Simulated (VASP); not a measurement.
Set up this calculation in VASP 6.6.1, as the native input.

* Task: single point
* Functional: PBE
* Dispersion: D3(BJ)
* Potentials or basis: VASP PAW PBE potentials, release 64 (F)
* Cutoff: 520 eV
* k mesh: 8 × 8 × 4
* Occupations: gaussian, width 0.05 eV
* Spin: no spin polarisation
* Dipole correction: no
* Further INCAR settings: ALGO = Normal; EDIFF = 1e-07; NBANDS = 22

The structure of F lies in POSCAR:

```
F
1.0
    2.8271292717     -1.7613299300      0.2983552476
    2.8271292717      1.7613299300      0.2983552476
   -0.8244845436      0.0000000000      6.6341364785
F
4
Direct
    0.9138648456      0.5855481450      0.0939279973
    0.4144518550      0.0861351544      0.4060720027
    0.0861351544      0.4144518550      0.9060720027
    0.5855481450      0.9138648456      0.5939279973
```

One way to write it, as run:

INCAR

```
SYSTEM = F
ALGO = Normal
EDIFF = 1E-7
ENCUT = 520
GGA = PE
ISIF = 2
ISMEAR = 0
IVDW = 12
LASPH = .True.
LCHARG = .True.
LELF = .True.
LREAL = .False.
LVHAR = .True.
LWAVE = .False.
NBANDS = 22
NELM = 80
PREC = Accurate
SIGMA = 0.05
```

KPOINTS

```
k-points
0
Gamma
  8 8 4
  0 0 0
```

Potentials or basis: VASP PAW PBE potentials, release 64 (F).

Run with:

```console
$ cat potpaw_PBE.64/F/POTCAR > POTCAR
$ mpirun -np 1 vasp_std > vasp.out
```

Results of the run:

| Property | Result |
| --- | --- |
| Pressure | 2.5 GPa |
| Largest force | 1.281 eV/Å |
| Band gap on the k mesh | 3.22 eV |
| Dispersion energy per atom | -0.028 eV |

Caveat: forces of over 1 eV/Å act on the atoms, so gaps and moduli don't describe the material at rest.

Run time: 55 s on 1 thread of AMD EPYC 9R45 96-Core Processor (Zen 5), on a shared host, peak memory 0.2 GiB.
